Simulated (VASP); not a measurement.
**BN (lda): single point with LDA**

BN (lda):

```xyz
4
Lattice="2.5225 0.0000 0.0000 -1.2612 2.1845 0.0000 0.0000 0.0000 4.1752" Properties=species:S:1:pos:R:3 pbc="T T T"
B     1.2612    0.7282    4.1739
B     0.0000    1.4564    2.0863
N     1.2612    0.7282    2.6108
N     0.0000    1.4564    0.5232
```

| Quantity | Value |
| --- | --- |
| Program | VASP 6.6.1 |
| Task | single point |
| Functional | LDA |
| Potentials or basis | VASP PAW LDA potentials, release 64 (B, N) |
| Cutoff | 600 eV |
| k mesh | 9 × 9 × 6 |
| Occupations | gaussian, width 0.1 eV |
| Spin | no spin polarisation |

| Item | Value |
| --- | --- |
| Pressure | 0.9 GPa |
| Band gap on the k mesh | 4.90 eV, indirect (least direct gap 8.28 eV) |

Forces on the atoms (eV/Å):
```
B    0.000  0.000 -0.002
B    0.000  0.000 -0.002
N    0.000  0.000  0.002
N    0.000  0.000  0.002
```

Stress tensor (GPa, compression positive):
```
1.06 0.00 0.00
0.00 1.06 0.00
0.00 0.00 0.73
```

Levels at points of the mesh, in eV from the valence-band top:
| k point | band 5 | band 6 | band 7 | band 8 | band 9 | band 10 | band 11 | band 12 |
| --- | --- | --- | --- | --- | --- | --- | --- | --- |
| (0.00, 0.00, 0.00) | -2.19 | -0.30 | 0.00 | 0.00 | 8.35 | 8.35 | 8.62 | 9.94 |
| (0.00, 0.00, 0.50) | -1.21 | -1.21 | -1.21 | -1.21 | 9.71 | 9.71 | 9.94 | 9.94 |

Run time: 12 s on 1 thread of Intel(R) Xeon(R) Platinum 8488C (Sapphire Rapids) (shared host), peak memory 0.13 GiB.

A k mesh can miss the band edges.
